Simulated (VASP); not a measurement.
The system is Si.

```xyz
2
Lattice="0.0000 2.7136 2.7136 2.7136 0.0000 2.7136 2.7136 2.7136 0.0000" Properties=species:S:1:pos:R:3 pbc="T T T"
Si    4.0703    4.0703    4.0703
Si    2.7136    2.7136    2.7136
```

```yaml
Program: VASP 6.6.1
Task: relaxation of volume and atoms at fixed shape
Functional: PBE
Potentials_or_basis: VASP PAW PBE potentials, release 64 (Si)
Cutoff: 500 eV
k_mesh: 8 × 8 × 8
Occupations: fermi-dirac, width 0.02 eV
Spin: no spin polarisation
```

At the start: pressure 2.1 GPa; volume 19.98 Å³/atom.

Question: How do energy, volume and symmetry change on relaxing?

Answer: Over 3 steps the energy falls by 3.0 meV/atom and the volume is 20.44 Å³/atom (+2.3 %); space group Fd-3m (No. 227, to 0.1 Å) before and after.

The path:
```
step  energy change (eV)  largest force (eV/Å)  pressure (GPa)  volume (Å³)
   1              0.0000                0.0000            2.14        39.96
   2             -0.0033                0.0000           -1.34        41.53
   3             -0.0060                0.0000            0.00        40.88
```

Final structure:
```
Si
1.0
     0.00000    2.73429    2.73429
     2.73429    0.00000    2.73429
     2.73429    2.73429    0.00000
Si
2
Direct
  0.75000 0.75000 0.75000
  0.50000 0.50000 0.50000
```
